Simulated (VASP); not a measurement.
Runs of VASP 6.6.1 on FeSi (e600). The structure is that of space group P2_13 (No. 198), or close to it. The cells are those of the table. 

```csv
task,cell,k mesh,cutoff (eV),smearing,gap on the mesh (eV),pressure (GPa),largest force (eV/Å)
relaxation of cell and atoms,"relaxed from a = 4.551 Å, 8 atoms",4 × 4 × 4,600,gaussian 0.1 eV,0.17,0.1,0.02
single point,"a = 4.449 Å, 8 atoms",4 × 4 × 4,520,gaussian 0.1 eV,0.17,(c),(b)
single point,"a = 4.357 Å, 8 atoms",8 × 8 × 8,520,gaussian 0.01 eV,0.16,15.9,0.04
single point,"a = 4.310 Å, 8 atoms",8 × 8 × 8,520,gaussian 0.01 eV,0.15,26.0,0.04
single point,"a = 4.551 Å, 8 atoms",4 × 4 × 4,520,gaussian 0.1 eV,0.14,-13.6,(a)
single point,"a = 4.403 Å, 8 atoms",8 × 8 × 8,520,gaussian 0.01 eV,0.16,7.4,0.04
single point,"a = 4.492 Å, 8 atoms",8 × 8 × 8,520,gaussian 0.01 eV,0.16,-5.8,0.03
single point,"a = 4.535 Å, 8 atoms",8 × 8 × 8,520,gaussian 0.01 eV,0.16,-10.9,0.03
```

Alike in all rows: level PBE; potentials or basis VASP PAW PBE potentials, release 64 (Fe, Si); no spin polarisation.

**Question.** Fill in the values left out.

**Answer.** (a) 0.26; (b) 0.09; (c) 0.2.

Caveats: the relaxation stopped at a loose force limit of 0.05 eV/Å, so its end isn't a converged minimum (some runs).

A k mesh can miss the band edges.
